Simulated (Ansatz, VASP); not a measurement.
BN in VASP and in Ansatz

Contents of INCAR:

```
  PREC = Accurate
  ENCUT = 600
  EDIFF = 1E-6
  ISMEAR = 0
  SIGMA = 0.01
  LREAL = F
  LASPH = T
  NELM = 120
  ALGO = Normal
  ISIF = 2
  LWAVE = F
  LCHARG = T
  GGA = PS
  LELF = T
  LVHAR = T
  NBANDS = 16
  GGA_COMPAT = F
```

KPOINTS

```
Automatic mesh
0
Gamma
  10 10 4
```

Contents of POSCAR:

```
BN
1.0
    2.5043523426      0.0000000000      0.0000000000
   -1.2521761713      2.1688327487      0.0000000000
    0.0000000000      0.0000000000      7.0158653084
B N
2 2
Direct
    0.3333333333      0.6666666667      0.2500000000
    0.6666666667      0.3333333333      0.7500000000
    0.3333333333      0.6666666667      0.7500000000
    0.6666666667      0.3333333333      0.2500000000
```

Input for Ansatz:

```yaml
crystal:
  lattice:
    - [2.50435234262, 0.0, 0.0]
    - [-1.25217617131, 2.16883274873, 0.0]
    - [0.0, 0.0, 7.01586530835]
  atoms:
    - { symbol: B, position: [0.333333333333, 0.666666666667, 0.25] }
    - { symbol: B, position: [0.666666666667, 0.333333333333, 0.75] }
    - { symbol: "N", position: [0.333333333333, 0.666666666667, 0.75] }
    - { symbol: "N", position: [0.666666666667, 0.333333333333, 0.25] }
kpoints:
  mp_grid: { grid: [10, 10, 4] }
scf:
  occupations: { method: fixed }
hamiltonian:
  xc: pbesol
  pseudopotentials: { kind: all_electron, lapw: { basis_error: 0.001 } }
output:
  forces: true
  stress: true
  eigenvalues: true
  eigenstates:
    nscf_kmesh: { grid: [16, 16, 6] }
    de_dk: true
    e_range: [-9, 14.24045377023]
checkpoint:
  write: ck
  write_wavefunctions: false
```

Alike in both runs: task single point; functional PBEsol; k mesh 10 × 10 × 4; no spin polarisation.

|  | VASP | Ansatz |
| --- | --- | --- |
| version | VASP 6.6.1 | Ansatz 0.2.0 |
| potentials or method | VASP PAW PBE potentials, release 64 (B, N), cutoff 600 eV | all-electron LAPW, scalar-relativistic |
| occupations | gaussian, width 0.01 eV | fixed |

|  | VASP | Ansatz | Ansatz less VASP |
| --- | --- | --- | --- |
| gap on the k mesh at the Fermi level (eV) | 4.26 | 4.26 | +0.005 |
| pressure (GPa) | 0.1 | 0.0 | -0.14 |
| traceless stress, the component that is largest in VASP (GPa) | -0.33 | 0.06 | +0.392 |

VASP's potentials were made for PBE, not for PBEsol. Ansatz ran all-electron here, and VASP with PAW potentials.
